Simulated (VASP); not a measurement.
Al2Cu: single point with PBEsol

Crystal: Al2Cu.

```
CELL_PARAMETERS angstrom
-3.02645 3.02645 2.41381
3.02645 -3.02645 2.41381
3.02645 3.02645 -2.41381
ATOMIC_POSITIONS crystal
Al 0.15932 0.65932 0.81864
Al 0.65932 0.84068 0.50000
Al 0.84068 0.34068 0.18136
Al 0.34068 0.15932 0.50000
Cu 0.75000 0.75000 0.00000
Cu 0.25000 0.25000 0.00000
```

```json
{
 "Program": "VASP 6.6.1",
 "Task": "single point",
 "Functional": "PBEsol",
 "Potentials or basis": "VASP PAW PBE potentials, release 64 (Al, Cu)",
 "Cutoff": "520 eV",
 "k mesh": "10 × 10 × 10",
 "Occupations": "gaussian, width 0.15 eV",
 "Spin": "no spin polarisation"
}
```

```yaml
Pressure: -1.8 GPa
Largest_force: 0.016 eV/Å
Band_gap_on_the_k_mesh: zero (bands 17 and 18 overlap by 4.46 eV)
```

Forces in eV/Å, atoms in the order of the input:
```
Al  -0.012 -0.012  0.000
Al   0.012 -0.012  0.000
Al   0.012  0.012  0.000
Al  -0.012  0.012  0.000
Cu   0.000  0.000  0.000
Cu   0.000  0.000  0.000
```

Stress tensor (GPa, compression positive):
```
-2.26  0.00  0.00
 0.00 -2.26  0.00
 0.00  0.00 -1.00
```

Levels at points of the mesh, in eV from the Fermi level:
```tsv
k point	band 15	band 16	band 17	band 18	band 19	band 20
(0.00, 0.00, 0.00)	-1.35	-1.20	-1.20	-0.85	-0.27	0.09
(0.50, 0.00, 0.00)	-2.63	-2.63	0.19	0.19	4.00	4.00
(0.50, 0.50, 0.00)	-1.54	-1.32	-0.92	-0.65	0.72	1.16
(0.50, 0.50, 0.50)	-3.24	-1.80	2.63	2.95	2.95	3.29
```

Wall time 6.4 min on 1 thread of Intel(R) Xeon(R) Platinum 8259CL CPU @ 2.50GHz (Skylake/Cascade Lake), on a shared host, peak memory 0.37 GiB.

Caveat: the PAW data sets were made with another functional, which shifts forces and pressure a little.
